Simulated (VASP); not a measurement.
# WSe (Fm-3m) in VASP: notebook, part 2 of 2

VASP 6.6.1. The steps go on from the part before.

**4. Single point, r2SCAN+U, collinear spin, ferromagnetic start**

This run uses another cell than the first one, of 18.58 Å³/atom, 0.799 times its volume.

POSCAR

```
WSe
1.0
    0.0000000000      2.6484959801      2.6484959801
    2.6484959801      0.0000000000      2.6484959801
    2.6484959801      2.6484959801      0.0000000000
W Se
1 1
Direct
    0.0000000000      0.0000000000      0.0000000000
    0.5000000000      0.5000000000      0.5000000000
```

INCAR.step1

```
  PREC = Accurate
  ENCUT = 520
  ISMEAR = 0
  SIGMA = 0.1
  LREAL = F
  LASPH = T
  NELM = 150
  ISPIN = 2
  MAGMOM = 1 0
  LMAXMIX = 4
  LDAU = T
  LDAUTYPE = 2
  LDAUL = 2 -1
  LDAUU = 6.2 0
  LDAUJ = 0 0
  NBANDS = 21
  GGA = PE
  ALGO = Normal
  EDIFF = 1E-4
  LWAVE = T
  LCHARG = F
```

INCAR.step2

```
  PREC = Accurate
  ENCUT = 520
  EDIFF = 1E-6
  ISMEAR = 0
  SIGMA = 0.1
  LREAL = F
  LASPH = T
  NELM = 150
  ALGO = Normal
  ISIF = 2
  LWAVE = F
  LCHARG = T
  ISPIN = 2
  MAGMOM = 1 0
  LORBIT = 11
  LMAXMIX = 4
  LDAU = T
  LDAUTYPE = 2
  LDAUL = 2 -1
  LDAUU = 6.2 0
  LDAUJ = 0 0
  LDAUPRINT = 1
  METAGGA = R2SCAN
  LMIXTAU = T
  LELF = T
  LVHAR = T
  NBANDS = 21
  ISTART = 1
```

KPOINTS

```
Automatic mesh
0
Gamma
  12 12 12
```

Potentials or basis: VASP PAW PBE potentials, release 64 (W_sv, Se).

Run with:

```
$ cat potpaw_PBE.64/W_sv/POTCAR potpaw_PBE.64/Se/POTCAR > POTCAR
$ cp INCAR.step1 INCAR
$ mpirun -np 1 vasp_std > vasp.out
$ cp INCAR.step2 INCAR
$ mpirun -np 1 vasp_std > vasp.out
```

OUTCAR:

```text
PREC = Accurate
   ENCUT = 520
   EDIFF = 1E-6
   ISMEAR = 0
   LREAL = F
   LASPH = T
   NELM = 150
   ISIF = 2
   ISPIN = 2
   LORBIT = 11
   METAGGA = R2SCAN
   ISTART = 1

 ion  position               nearest neighbor table
   1  0.000  0.000  0.000-   2 2.65   2 2.65   2 2.65   2 2.65   2 2.65   2 2.65
   2  0.500  0.500  0.500-   1 2.65   1 2.65   1 2.65   1 2.65   1 2.65   1 2.65

  LATTYP: Found a face centered cubic cell.
 ALAT       =     5.2969919602

  Lattice vectors:

 A1 = (   0.0000000000,   2.6484959801,   2.6484959801)
 A2 = (   2.6484959801,   0.0000000000,   2.6484959801)
 A3 = (   2.6484959801,   2.6484959801,   0.0000000000)

Analysis of symmetry for initial positions (statically):
=====================================================================
 Subroutine PRICEL returns:
 Original cell was already a primitive cell.

 Routine SETGRP: Setting up the symmetry group for a
 face centered cubic supercell.

 Subroutine GETGRP returns: Found 48 space group operations
 (whereof 48 operations were pure point group operations)
[... 223 lines left out ...]

 k-point     1 :       0.0000    0.0000    0.0000
  band No.  band energies     occupation
      1     -67.9920      1.00000
      2     -31.9531      1.00000
      3     -31.9530      1.00000
      4     -31.9530      1.00000
      5      -8.1283      1.00000
      6       4.3299      1.00000
[... 1145 lines left out ...]
     20      25.4914      0.00000
     21      26.7658      0.00000

 [... further k-points ...]
[... 5 lines left out ...]
  --------------------------------------------------------------------------------------
  -------------------------------------------------------------------------------------
  Total        4.6861066      4.6861066      4.6861066     -0.0000000     -0.0000000      0.0000000
  in kB      202.0667234    202.0667234    202.0667234     -0.0000000     -0.0000000      0.0000000
  external PRESSURE =     202.0667234 kB  Pullay stress =       0.0000000 kB

 VOLUME and BASIS-vectors are now :
 -----------------------------------------------------------------------------
  energy-cutoff  :      520.00
  volume of cell :       37.16
      direct lattice vectors                 reciprocal lattice vectors
     0.000000000  2.648495980  2.648495980    -0.188786392  0.188786392  0.188786392
     2.648495980  0.000000000  2.648495980     0.188786392 -0.188786392  0.188786392
     2.648495980  2.648495980  0.000000000     0.188786392  0.188786392 -0.188786392

 POSITION                                       TOTAL-FORCE (eV/Angst)
 -----------------------------------------------------------------------------------
      0.00000      0.00000      0.00000         0.000000      0.000000      0.000000
      2.64850      2.64850      2.64850        -0.000000     -0.000000     -0.000000
 -----------------------------------------------------------------------------------
    total drift:                               -0.000000      0.000000      0.000000

  FREE ENERGIE OF THE ION-ELECTRON SYSTEM (eV)
  ---------------------------------------------------
  free  energy   TOTEN  =       -58.8489268134 eV

  energy  without entropy=      -58.8462234139  energy(sigma->0) =      -58.84757511

 total charge

# of ion       s       p       d       tot
------------------------------------------
    1        2.309   6.142   3.494  11.945
    2        1.423   2.542   0.105   4.069
--------------------------------------------------
tot          3.732   8.684   3.599  16.015

 magnetization (x)

# of ion       s       p       d       tot
------------------------------------------
    1        0.145   0.028   2.812   2.985
    2        0.006  -0.079   0.056  -0.016
--------------------------------------------------
tot          0.151  -0.051   2.869   2.969
```

OSZICAR.step1:

```text
N       E                     dE             d eps       ncg     rms          rms(c)
DAV:   1     0.160089834524E+03    0.16009E+03   -0.92760E+03  6048   0.948E+02
DAV:   2    -0.175579001643E+01   -0.16185E+03   -0.15567E+03  6794   0.286E+02
DAV:   3    -0.793287881075E+01   -0.61771E+01   -0.61073E+01  7185   0.522E+01
DAV:   4    -0.797695592560E+01   -0.44077E-01   -0.44062E-01  6656   0.482E+00
DAV:   5    -0.797728742249E+01   -0.33150E-03   -0.33149E-03  7113   0.418E-01    0.143E+01
DAV:   6    -0.737815619168E+01    0.59913E+00   -0.22634E+00  6623   0.100E+01    0.601E+00
DAV:   7    -0.843448942324E+01   -0.10563E+01   -0.17751E+00  6598   0.371E+00    0.391E+00
DAV:   8    -0.899791434431E+01   -0.56342E+00   -0.11622E+00  6608   0.535E+00    0.240E+00
DAV:   9    -0.903294269471E+01   -0.35028E-01   -0.60576E-02  6728   0.154E+00    0.150E+00
DAV:  10    -0.903285622142E+01    0.86473E-04   -0.17304E-02  6743   0.806E-01    0.789E-01
DAV:  11    -0.904825499098E+01   -0.15399E-01   -0.29574E-02  6458   0.891E-01    0.270E-01
DAV:  12    -0.904930944868E+01   -0.10545E-02   -0.13079E-03  6678   0.228E-01    0.123E-01
DAV:  13    -0.904961977082E+01   -0.31032E-03   -0.72124E-04  6443   0.183E-01    0.687E-02
DAV:  14    -0.904971263298E+01   -0.92862E-04   -0.96624E-05  4365   0.540E-02
   1 F= -.90497126E+01 E0= -.90475233E+01  d E =-.437857E-02  mag=     3.3075
```

Wall time 3.4 min (1 thread of Intel Xeon 6975P-C (Granite Rapids), shared host); peak memory 0.24 GiB.

What came out:

```
Free energy                                           : -58.8489 eV
Pressure                                              : 20.2 GPa
Net moment                                            : 3.47 μB per cell
Site moments                                          : W +2.98; Se -0.02 μB
Valence electrons inside the program's atomic spheres : W 11.95; Se 4.07
```

Levels at points of the mesh, in eV from the Fermi level:
Spin up:
```tsv
k point	band 8	band 9	band 10	band 11	band 12	band 13	band 14	band 15	band 16	band 17
(0.00, 0.00, 0.00)	-5.22	-3.49	-3.49	-3.49	-2.56	-2.56	0.30	7.22	11.37	11.37
(0.50, 0.00, 0.00)	-7.06	-3.29	-3.29	-2.85	1.42	4.46	4.46	4.88	4.88	8.92
(0.50, 0.50, 0.00)	-5.12	-5.12	-3.03	-3.03	-1.59	-1.33	1.30	8.69	9.65	12.16
```
Spin down:
| k point | band 4 | band 5 | band 6 | band 7 | band 8 | band 9 | band 10 | band 11 | band 12 | band 13 |
| --- | --- | --- | --- | --- | --- | --- | --- | --- | --- | --- |
| (0.00, 0.00, 0.00) | -39.25 | -17.51 | -3.46 | -3.46 | -3.46 | 0.45 | 0.45 | 0.45 | 0.83 | 0.83 |
| (0.50, 0.00, 0.00) | -39.26 | -15.86 | -8.95 | -5.64 | -5.64 | 2.04 | 3.60 | 3.69 | 3.69 | 5.82 |
| (0.50, 0.50, 0.00) | -39.28 | -16.05 | -7.47 | -5.01 | -5.01 | -1.99 | 1.14 | 2.08 | 4.76 | 4.76 |

Eigenvalues of the final occupation matrices:
| site | spin | trace | eigenvalues |
| --- | --- | --- | --- |
| site 1 d | 1 | 3.19 | 0.41 0.41 0.79 0.79 0.79 |
| site 1 d | 2 | 0.35 | 0.05 0.05 0.05 0.10 0.10 |

Caveat: the PAW data sets were made with another functional, which shifts forces and pressure a little; spin-orbit coupling is left out, which moves the levels of the heavy elements. The state reached can hang on the start; a lower one may exist.

**5. Overview**

```tsv
task	cell	k mesh	cutoff (eV)	gap on the mesh (eV)	pressure (GPa)	moment (μB)
single point	a = 4.037 Å, angles 60.0°, 2 atoms	6 × 6 × 6	520	none	-2.4	3.98
relaxation of cell and atoms	relaxed from a = 3.564 Å, angles 60.0°, 2 atoms	6 × 6 × 6	600	none	-0.1	3.97
single point	a = 3.746 Å, angles 60.0°, 2 atoms	12 × 12 × 12	520	none	20.2	3.47
```

Alike in all rows: level r2SCAN+U; potentials or basis VASP PAW PBE potentials, release 64 (W_sv, Se); spin collinear, ferromagnetic start; W d U = 6.2 eV; smearing gaussian 0.1 eV.

Caveats: the PAW data sets were made with another functional, which shifts forces and pressure a little; spin-orbit coupling is left out, which moves the levels of the heavy elements; the electronic state changed during the relaxation (some runs); the volume moved by over 15 % at a fixed basis, so the end points are rough (some runs).

Absolute energies hang on the potentials; compare differences alone.
